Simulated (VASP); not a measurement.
Crystal: LaZn.

```
La Zn
1.0
     3.75000    0.00000    0.00000
     0.00000    3.75000    0.00000
     0.00000    0.00000    3.75000
La Zn
1 1
Direct
  0.00000 0.00000 0.00000
  0.50000 0.50000 0.50000
```

- Program: VASP 6.6.1
- Task: relaxation of cell and atoms
- Functional: PBEsol
- Potentials or basis: VASP PAW PBE potentials, release 64 (La, Zn)
- Cutoff: 600 eV
- k mesh: 12 × 12 × 12
- Occupations: gaussian, width 0.1 eV
- Spin: no spin polarisation

At the start: pressure -2.4 GPa; volume 26.37 Å³/atom.

Where does the relaxation end?

Over 3 steps the energy falls by 9.8 meV/atom and the volume is 25.10 Å³/atom (-4.8 %); space group Pm-3m (No. 221, to 0.05 Å).

The path:
```csv
step,energy change (eV),largest force (eV/Å),pressure (GPa),volume (Å³)
1,0.0000,0.0000,-2.39,52.73
2,-0.0190,0.0000,0.45,49.79
3,-0.0196,0.0000,0.00,50.20
```

Final structure:
```
La Zn
1.0
     3.68897    0.00000    0.00000
     0.00000    3.68897    0.00000
     0.00000    0.00000    3.68897
La Zn
1 1
Direct
  0.00000 0.00000 0.00000
  0.50000 0.50000 0.50000
```

Caveat: the PAW data sets were made with another functional, which shifts forces and pressure a little.
